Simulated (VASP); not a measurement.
# SiPdRu5 (P4/mmm) in VASP: notebook

SiPdRu5 is run at these levels: PBE; tasks: single point.

Program: VASP 6.6.1. These are calculated values, not measurements. Logs are shortened: lines on timing, memory, paths and dates and some standing lists are left out, and cuts for length are marked.

**1. The cell of the first run**

The structure is tetragonal, space group P4/mmm (No. 123). The conventional cell has a = 3.629 Å, b = 3.629 Å, c = 8.018 Å, α = 90.00°, β = 90.00°, γ = 90.00°. Si (site symmetry 4/mmm) has 12 Ru at 2.57 to 2.70 Å within 3.4 Å. Ru (site symmetry 2mm) has 6 Ru at 2.57 to 2.70 Å and 2 Si at 2.70 Å and 2 Pd at 2.71 Å within 3.4 Å. Within 3.4 Å of Ru (site symmetry 4/mmm) lie 4 Si at 2.57 Å and 8 Ru at 2.70 Å. Pd (site symmetry 4/mmm) has 8 Ru at 2.71 Å and 4 Pd at 3.63 Å within 3.7 Å.

The cell was built from a structure type or drawn by symmetry, and may not be a known phase.

**2. Single point, PBE**

INCAR

```
PREC = Accurate ; ENCUT = 500
EDIFF = 1E-6 ; ISMEAR = 0
SIGMA = 0.2 ; LREAL = False
LASPH = True ; NELM = 120
ALGO = Normal ; ISIF = 2
LWAVE = False ; LCHARG = False
GGA = PE ; NBANDS = 51
GGA_COMPAT = False
```

KPOINTS

```
Automatic mesh
0
Gamma
  5 5 3
```

POSCAR

```
SiPdRu5
1.0
    3.6293751519      0.0000000000      0.0000000000
    0.0000000000      3.6293751519      0.0000000000
    0.0000000000      0.0000000000      8.0179341705
Si Ru Pd
1 5 1
Direct
    0.5000000000      0.5000000000      0.0000000000
    0.0000000000      0.5000000000      0.2490277044
    0.0000000000      0.5000000000      0.7509722956
    0.5000000000      0.0000000000      0.2490277044
    0.5000000000      0.0000000000      0.7509722956
    0.0000000000      0.0000000000      0.0000000000
    0.0000000000      0.0000000000      0.5000000000
```

Potentials or basis: VASP PAW PBE potentials, release 64 (Si, Ru_pv, Pd).

The run is started by

```
cat potpaw_PBE.64/Si/POTCAR potpaw_PBE.64/Ru_pv/POTCAR potpaw_PBE.64/Pd/POTCAR > POTCAR
mpirun -np 1 vasp_std > vasp.out
```

OUTCAR:

```text
PREC = Accurate
   ENCUT = 500
   EDIFF = 1E-6
   ISMEAR = 0
   LREAL = False
   LASPH = True
   NELM = 120
   ISIF = 2
   GGA = PE

 ion  position               nearest neighbor table
   1  0.500  0.500  0.000-   6 2.57   6 2.57   6 2.57   6 2.57   2 2.70   4 2.70   5 2.70   3 2.70
                             2 2.70   3 2.70   4 2.70   5 2.70
   2  0.000  0.500  0.249-   4 2.57   4 2.57   4 2.57   4 2.57   6 2.70   1 2.70   6 2.70   1 2.70
                             7 2.71   7 2.71
   3  0.000  0.500  0.751-   5 2.57   5 2.57   5 2.57   5 2.57   6 2.70   1 2.70   6 2.70   1 2.70
                             7 2.71   7 2.71
   4  0.500  0.000  0.249-   2 2.57   2 2.57   2 2.57   2 2.57   1 2.70   6 2.70   6 2.70   1 2.70
                             7 2.71   7 2.71
   5  0.500  0.000  0.751-   3 2.57   3 2.57   3 2.57   3 2.57   1 2.70   6 2.70   6 2.70   1 2.70
                             7 2.71   7 2.71
   6  0.000  0.000  0.000-   1 2.57   1 2.57   1 2.57   1 2.57   5 2.70   2 2.70   2 2.70   3 2.70
                             3 2.70   4 2.70   5 2.70   4 2.70
   7  0.000  0.000  0.500-   2 2.71   3 2.71   4 2.71   5 2.71   2 2.71   3 2.71   4 2.71   5 2.71

  LATTYP: Found a simple tetragonal cell.
 ALAT       =     3.6293751519
 C/A-ratio  =     2.2091775677

  Lattice vectors:

 A1 = (   3.6293751519,   0.0000000000,   0.0000000000)
 A2 = (   0.0000000000,   3.6293751519,   0.0000000000)
 A3 = (   0.0000000000,   0.0000000000,   8.0179341705)

Analysis of symmetry for initial positions (statically):
=====================================================================
 Subroutine PRICEL returns:
 Original cell was already a primitive cell.

 Routine SETGRP: Setting up the symmetry group for a
 simple tetragonal supercell.

 Subroutine GETGRP returns: Found 16 space group operations
 (whereof 16 operations were pure point group operations)
 out of a pool of 16 trial point group operations.

The static configuration has the point symmetry D_4h.

Analysis of symmetry for dynamics (positions and initial velocities):
=====================================================================
 Subroutine PRICEL returns:
 Original cell was already a primitive cell.

 Routine SETGRP: Setting up the symmetry group for a
 simple tetragonal supercell.

 Subroutine GETGRP returns: Found 16 space group operations
 (whereof 16 operations were pure point group operations)
 out of a pool of 16 trial point group operations.

The dynamic configuration has the point symmetry D_4h.

 Subroutine INISYM returns: Found 16 space group operations
[... 100 lines left out ...]
   ISIF   =      2    stress and relaxation
   ISYM   =      2    0-nonsym 1-usesym 2-fastsym
   POTIM  = 0.5000    time-step for ionic-motion
   TEBEG  =    0.0;   TEEND  =   0.0 temperature during run
   PSTRESS=    0.0 pullay stress
   NELECT =      84.0000    total number of electrons
   NUPDOWN=      -1.0000    fix difference up-down
   EMIN   =  10.00;   EMAX   =-10.00  energy-range for DOS
   EFERMI =   0.00;   METHOD = LEGACY
   ISMEAR =     0;   SIGMA  =   0.20  broadening in eV -4-tet -1-fermi 0-gaus
   EFERMI_NEDOS =   21; number of points for ismear=-14 and -15
   IALGO  =     38    algorithm
   IMIX   =      4    mixing-type and parameters
     AMIX     =   0.40;   BMIX     =  1.00
     AMIX_MAG =   1.60;   BMIX_MAG =  1.00
  volume/ion in A,a.u.               =      15.09       101.82
  Fermi-wavevector in a.u.,A,eV,Ry     =   1.516791  2.866320 31.302327  2.300656
  Thomas-Fermi vector in A             =   2.626134
   LORBIT       =      0    0 simple, 1 ext, 2 COOP (PROOUT), +10 PAW based schemes
   GGA     = PE    functional components
   LHFCALC =     F    Hartree Fock is set to
   AEXX    =    0.0000 exact exchange contribution
   IVDW    =     0    specifies the selected vdW correction
   LEPSILON=     F    determine dielectric tensor
   LRPA    =     F    only Hartree local field effects (RPA)
 non-spin polarized calculation
 Gauss-broadening in eV      SIGMA  =   0.20
  energy-cutoff  :      500.00
  volume of cell :      105.62
 maximum number of plane-waves:      2699
 NGX is ok and might be reduce to    28
   NGX = 13   NGY = 13   NGZ = 29

 number of electron      83.9999998 magnetization

 Free energy of the ion-electron system (eV)
  ---------------------------------------------------
  ext. energy  EPLUGINS =         0.00000000
  ---------------------------------------------------
  free energy    TOTEN  =       -53.97105694 eV

  energy without entropy =      -53.76647510  energy(sigma->0) =      -53.86876602

 E-fermi :  10.5714     XC(G=0): -12.8801

 val. band max:       10.5603181093   @ k =   0.4000   0.2000   0.3333
 cond. band min:      10.5820887188   @ k =   0.4000   0.0000   0.0000
 fundamental gap:      0.0217706095
 Fermi energy:        10.5713596890

 k-point     1 :       0.0000    0.0000    0.0000
  band No.  band energies     occupation
      1     -32.5500      2.00000
      2     -32.5500      2.00000
      3     -32.5037      2.00000
      4     -32.5037      2.00000
      5     -32.3936      2.00000
      6     -32.1678      2.00000
[... 637 lines left out ...]
     50      12.9665      0.00000
     51      13.2223      0.00000

------------------------ aborting loop because EDIFF is reached ----------------------------------------

  FORCE on cell =-STRESS in cart. coord.  units (eV):
  Direction    XX          YY          ZZ          XY          YZ          ZX
  --------------------------------------------------------------------------------------
  -------------------------------------------------------------------------------------
  Total        0.5151970      0.5151970      0.0211025      0.0000000      0.0000000      0.0000000
  in kB        7.8155173      7.8155173      0.3201246      0.0000000      0.0000000      0.0000000
  external PRESSURE =       5.3170531 kB  Pullay stress =       0.0000000 kB

 VOLUME and BASIS-vectors are now :
 -----------------------------------------------------------------------------
  energy-cutoff  :      500.00
  volume of cell :      105.62
      direct lattice vectors                 reciprocal lattice vectors
     3.629375152  0.000000000  0.000000000     0.275529522  0.000000000  0.000000000
     0.000000000  3.629375152  0.000000000     0.000000000  0.275529522  0.000000000
     0.000000000  0.000000000  8.017934171     0.000000000  0.000000000  0.124720405

 POSITION                                       TOTAL-FORCE (eV/Angst)
 -----------------------------------------------------------------------------------
      1.81469      1.81469      0.00000         0.000000      0.000000      0.000000
      0.00000      1.81469      1.99669         0.000000      0.000000      0.017816
      0.00000      1.81469      6.02125        -0.000000     -0.000000     -0.017816
      1.81469      0.00000      1.99669         0.000000     -0.000000      0.017816
      1.81469      0.00000      6.02125         0.000000      0.000000     -0.017816
      0.00000      0.00000      0.00000         0.000000      0.000000      0.000000
      0.00000      0.00000      4.00897         0.000000      0.000000      0.000000
 -----------------------------------------------------------------------------------
    total drift:                               -0.000000      0.000000     -0.000000

  FREE ENERGIE OF THE ION-ELECTRON SYSTEM (eV)
  ---------------------------------------------------
  free  energy   TOTEN  =       -53.9710569351 eV

  energy  without entropy=      -53.7664750981  energy(sigma->0) =      -53.86876602
```

OSZICAR:

```text
N       E                     dE             d eps       ncg     rms          rms(c)
DAV:   1     0.942107118828E+03    0.94211E+03   -0.47846E+04  1280   0.168E+03
DAV:   2    -0.169549037182E+02   -0.95906E+03   -0.93380E+03  1281   0.514E+02
DAV:   3    -0.558839367452E+02   -0.38929E+02   -0.36840E+02  1473   0.992E+01
DAV:   4    -0.570227925978E+02   -0.11389E+01   -0.11247E+01  1389   0.142E+01
DAV:   5    -0.570510428759E+02   -0.28250E-01   -0.28218E-01  1605   0.220E+00    0.281E+01
DAV:   6    -0.549201910794E+02    0.21309E+01   -0.16269E+01  1327   0.250E+01    0.128E+01
DAV:   7    -0.578875400511E+02   -0.29673E+01   -0.35827E+01  1427   0.299E+01    0.182E+01
DAV:   8    -0.541417018159E+02    0.37458E+01   -0.72093E+00  1355   0.184E+01    0.449E+00
DAV:   9    -0.539794359945E+02    0.16227E+00   -0.11876E+00  1360   0.650E+00    0.189E+00
DAV:  10    -0.539778161087E+02    0.16199E-02   -0.10323E-01  1262   0.268E+00    0.103E+00
DAV:  11    -0.539722371948E+02    0.55789E-02   -0.27328E-02  1267   0.144E+00    0.656E-01
DAV:  12    -0.539716856366E+02    0.55156E-03   -0.23702E-03  1341   0.417E-01    0.406E-01
DAV:  13    -0.539710702064E+02    0.61543E-03   -0.20699E-03  1372   0.371E-01    0.537E-02
DAV:  14    -0.539710623663E+02    0.78401E-05   -0.12312E-04  1270   0.849E-02    0.389E-02
DAV:  15    -0.539710569277E+02    0.54386E-05   -0.15275E-05  1439   0.337E-02    0.738E-03
DAV:  16    -0.539710569351E+02   -0.73815E-08   -0.28368E-06   932   0.118E-02
   1 F= -.53971057E+02 E0= -.53868766E+02  d E =-.204582E+00
```

stdout:

```text
POSCAR found type information on POSCAR SiRuPd
 POSCAR found :  3 types and       7 ions
 scaLAPACK will be used
 LDA part: xc-table for (Slater+PW92), standard interpolation
 POSCAR, INCAR and KPOINTS ok, starting setup
 FFT: planning ... GRIDC
 FFT: planning ... GRID_SOFT
 FFT: planning ... GRID
 WAVECAR not read
 entering main loop
```

Run time: 1.8 min. Hardware: 1 thread of Intel Xeon 8259CL, shared host; peak memory 0.23 GiB.

What came out:

```yaml
Free_energy: -53.9711 eV
Pressure: 0.5 GPa
Largest_force: 0.018 eV/Å
Band_gap_on_the_k_mesh: zero (bands 42 and 43 overlap by 1.48 eV)
```

Forces on the atoms (eV/Å):
```
Si   0.000  0.000  0.000
Ru   0.000  0.000  0.018
Ru   0.000  0.000 -0.018
Ru   0.000  0.000  0.018
Ru   0.000  0.000 -0.018
Ru   0.000  0.000  0.000
Pd   0.000  0.000  0.000
```

Stress tensor (GPa, compression positive):
```
0.78 0.00 0.00
0.00 0.78 0.00
0.00 0.00 0.03
```

**3. Single point, PBE**

This run uses another cell than the first one, of 15.17 Å³/atom.

INCAR

```
SYSTEM = SiPdRu5
PREC = Accurate ; ENCUT = 500
EDIFF = 1E-6 ; ISMEAR = 0
SIGMA = 0.2 ; LREAL = .FALSE.
LASPH = .TRUE. ; NELM = 120
ALGO = Normal ; ISIF = 2
LWAVE = .FALSE. ; LCHARG = .FALSE.
GGA = PE ; NBANDS = 51
GGA_COMPAT = .FALSE.
```

KPOINTS

```
Automatic mesh
0
G
  4 4 3
  0 0 0
```

POSCAR

```
SiPdRu5
1.0
    3.6111090464      0.0000000000      0.0000000000
    0.0000000000      3.6111090464      0.0000000000
    0.0000000000      0.0000000000      8.1407100404
Si Ru Pd
1 5 1
Direct
    0.0000000000      0.0000000000      0.0000000000
    0.5000000000      0.5000000000      0.0000000000
    0.0000000000      0.5000000000      0.2484120615
    0.0000000000      0.5000000000      0.7515879385
    0.5000000000      0.0000000000      0.7515879385
    0.5000000000      0.0000000000      0.2484120615
    0.5000000000      0.5000000000      0.5000000000
```

Potentials or basis: VASP PAW PBE potentials, release 64 (Si, Ru_pv, Pd).

The run is started by

```
cat potpaw_PBE.64/Si/POTCAR potpaw_PBE.64/Ru_pv/POTCAR potpaw_PBE.64/Pd/POTCAR > POTCAR
mpirun -np 1 vasp_std > vasp.out
```

Run time: 2.2 min. Hardware: 1 thread of Intel Xeon 8259CL, shared host; peak memory 0.23 GiB.

The run converged. Its results:

```yaml
Free_energy: -53.9056 eV
Pressure: -0.1 GPa
Largest_force: 0.010 eV/Å
Band_gap_on_the_k_mesh: zero (bands 42 and 43 overlap by 1.98 eV)
```

Forces on the atoms (eV/Å):
```
Si   0.000  0.000  0.000
Ru   0.000  0.000  0.000
Ru   0.000  0.000  0.010
Ru   0.000  0.000 -0.010
Ru   0.000  0.000 -0.010
Ru   0.000  0.000  0.010
Pd   0.000  0.000  0.000
```

Levels at points of the mesh, in eV from the Fermi level:
```
           k point  band 39  band 40  band 41  band 42  band 43  band 44
(0.00, 0.00, 0.00)    -0.35    -0.35    -0.26     1.21     1.21     1.39
(0.50, 0.00, 0.00)    -1.12    -1.09    -0.89    -0.84    -0.77    -0.40
(0.50, 0.50, 0.00)    -1.00    -0.05     0.23     0.23     0.29     0.29
```

Caveat: the k points lie up to 0.43 Å⁻¹ apart, too coarse for converged energies and pressures of a metal.

**4. Single point, PBE**

This run uses another cell than the first one, of 14.94 Å³/atom.

INCAR

```
PREC     = Accurate       # precision mode
ENCUT    = 500            # plane-wave cutoff, eV
EDIFF    = 1E-6           # SCF threshold, eV
ISMEAR   = 0              # smearing method
SIGMA    = 0.1            # smearing width, eV
LREAL    = F              # projectors in reciprocal space
LASPH    = T              # aspherical terms in the spheres
NELM     = 120            # most SCF steps
ALGO     = Normal         # electronic algorithm
ISIF     = 2              # what is computed and relaxed
LWAVE    = F              # write WAVECAR
LCHARG   = F              # write CHGCAR
GGA      = PE             # functional
NBANDS   = 51             # bands
GGA_COMPAT= F
```

KPOINTS

```
regular mesh
0
Gamma
  6 6 2
```

POSCAR

```
SiPdRu5
1.0
    3.6770432646      0.0000000000      0.0000000000
    0.0000000000      3.6770432646      0.0000000000
    0.0000000000      0.0000000000      7.7327153429
Si Ru Pd
1 5 1
Direct
    0.0000000000      0.0000000000      0.0000000000
    0.0000000000      0.5000000000      0.7479810266
    0.5000000000      0.0000000000      0.7479810266
    0.0000000000      0.5000000000      0.2520189734
    0.5000000000      0.0000000000      0.2520189734
    0.5000000000      0.5000000000      0.0000000000
    0.0000000000      0.0000000000      0.5000000000
```

The run is started by

```
cat potpaw_PBE.64/Si/POTCAR potpaw_PBE.64/Ru_pv/POTCAR potpaw_PBE.64/Pd/POTCAR > POTCAR
mpirun -np 1 vasp_std > vasp.out
```

Run time: 3.1 min. Hardware: 1 thread of Intel Xeon 8259CL, shared host; peak memory 0.24 GiB.

It converged, with:

```yaml
Free_energy: -54.7345 eV
Pressure: -0.2 GPa
Largest_force: 0.013 eV/Å
Band_gap_on_the_k_mesh: zero (bands 42 and 43 overlap by 1.69 eV)
```

Forces on the atoms (eV/Å):
```
Si   0.000  0.000  0.000
Ru   0.000  0.000 -0.013
Ru   0.000  0.000 -0.013
Ru   0.000  0.000  0.013
Ru   0.000  0.000  0.013
Ru   0.000  0.000  0.000
Pd   0.000  0.000  0.000
```

Stress tensor (GPa, compression positive):
```
-0.08  0.00  0.00
 0.00 -0.08  0.00
 0.00  0.00 -0.49
```

Levels at points of the mesh, in eV from the Fermi level:
```csv
k point,band 38,band 39,band 40,band 41,band 42,band 43,band 44,band 45,band 46,band 47
"(0.00, 0.00, 0.00)",-0.32,-0.13,0.16,0.16,1.09,1.09,1.27,1.28,1.47,1.60
"(0.50, 0.00, 0.00)",-1.27,-1.07,-1.03,-0.91,-0.78,-0.56,-0.54,-0.41,0.17,1.28
"(0.50, 0.50, 0.00)",-0.62,-0.49,-0.49,0.14,0.14,0.14,0.20,0.37,0.65,1.10
"(0.00, 0.00, 0.50)",-0.48,-0.23,-0.23,0.45,0.77,0.77,0.86,0.95,1.33,1.40
"(0.50, 0.00, 0.50)",-1.54,-1.06,-1.05,-0.81,-0.70,-0.60,-0.56,-0.44,0.50,1.33
"(0.50, 0.50, 0.50)",-0.77,-0.77,-0.62,0.00,0.00,0.07,0.09,0.32,0.78,0.89
```

Caveat: the k points lie up to 0.41 Å⁻¹ apart, too coarse for converged energies and pressures of a metal.

**5. Single point, PBE**

This run uses another cell than the first one, of 26.25 Å³/atom.

INCAR

```
  PREC = Accurate
  ENCUT = 500
  EDIFF = 1E-6
  ISMEAR = 0
  SIGMA = 0.2
  LREAL = False
  LASPH = True
  NELM = 120
  ALGO = Normal
  ISIF = 2
  LWAVE = False
  LCHARG = False
  GGA = PE
  NBANDS = 51
  GGA_COMPAT = False
```

KPOINTS

```
regular mesh
0
Gamma
  3 3 4
```

POSCAR

```
SiPdRu5
1.0
    6.5315434270      0.0000000000      0.0000000000
    0.0000000000      6.5315434270      0.0000000000
    0.0000000000      0.0000000000      4.3069036381
Si Ru Pd
1 5 1
Direct
    0.0000000000      0.0000000000      0.0000000000
    0.3351250664      0.0000000000      0.0000000000
    0.6648749336      0.0000000000      0.0000000000
    0.0000000000      0.3351250664      0.0000000000
    0.0000000000      0.6648749336      0.0000000000
    0.5000000000      0.5000000000      0.5000000000
    0.0000000000      0.0000000000      0.5000000000
```

The run is started by

```
cat potpaw_PBE.64/Si/POTCAR potpaw_PBE.64/Ru_pv/POTCAR potpaw_PBE.64/Pd/POTCAR > POTCAR
mpirun -np 1 vasp_std > vasp.out
```

Wall time 2.5 min (1 thread of Intel Xeon 8259CL, shared host); peak memory 0.29 GiB.

It converged, with:

* Free energy: -38.4524 eV
* Pressure: -0.1 GPa
* Largest force: 0.325 eV/Å
* Band gap on the k mesh: zero (bands 42 and 43 overlap by 0.15 eV)

Forces in eV/Å, atoms in the order of the input:
```
Si   0.000  0.000  0.000
Ru  -0.325  0.000  0.000
Ru   0.325  0.000  0.000
Ru   0.000 -0.325  0.000
Ru   0.000  0.325  0.000
Ru   0.000  0.000  0.000
Pd   0.000  0.000  0.000
```

Levels at points of the mesh, in eV from the Fermi level:
```csv
k point,band 39,band 40,band 41,band 42,band 43,band 44,band 45,band 46
"(0.00, 0.00, 0.00)",-0.36,-0.30,-0.30,-0.26,0.00,0.00,0.02,0.25
"(0.00, 0.00, 0.50)",-0.36,-0.36,-0.21,0.06,0.12,0.12,0.12,0.18
```

Caveat: the k points lie up to 0.36 Å⁻¹ apart.

**6. The runs side by side**

```tsv
cell	k mesh	smearing	gap on the mesh (eV)	pressure (GPa)	largest force (eV/Å)
a = 3.629, b = 3.629, c = 8.018 Å, 7 atoms, atomic positions A	5 × 5 × 3	gaussian 0.2 eV	none	0.5	0.02
a = 3.611, b = 3.611, c = 8.141 Å, 7 atoms, atomic positions A	4 × 4 × 3	gaussian 0.2 eV	none	-0.1	0.01
a = 3.677, b = 3.677, c = 7.733 Å, 7 atoms, atomic positions B	6 × 6 × 2	gaussian 0.1 eV	none	-0.2	0.01
a = 6.532, b = 6.532, c = 4.307 Å, 7 atoms, atomic positions C	3 × 3 × 4	gaussian 0.2 eV	none	-0.1	0.32
```

Alike in all rows: task single point; level PBE; potentials or basis VASP PAW PBE potentials, release 64 (Si, Ru_pv, Pd); no spin polarisation; cutoff (eV) 500.

Caveats: some runs use coarse meshes.

Absolute energies hang on the potentials; compare differences alone.
